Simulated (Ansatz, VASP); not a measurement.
# Yb: VASP beside Ansatz

```
Yb
1.0
    -1.86550    1.86550    1.86550
     1.86550   -1.86550    1.86550
     1.86550    1.86550   -1.86550
Yb
1
Direct
  0.00000 0.00000 0.00000
```

Change from the starting cell: volume scaled by 0.75, PAW files, source ansatz.

Alike in both runs: task single point; functional PBE; k mesh 14 × 14 × 14; occupations fermi-dirac, width 0.08 eV; no spin polarisation.

|  | VASP | Ansatz |
| --- | --- | --- |
| version | VASP 6.6.1 | Ansatz 0.2.0 |
| potentials or method | VASP PAW PBE potentials, release 64 (Yb) | PAW with other files of Ansatz's library (source ansatz), scalar-relativistic |
| plane-wave cutoff (eV) | 520 | 820 |
| valence electrons in the cell | 24 | 24 |

Ansatz gave:

```
pressure (GPa) : 10.1
```

Question: Which values does VASP return?

Answer: Pressure (GPa): 10.0.

Neither program's run includes spin-orbit coupling.
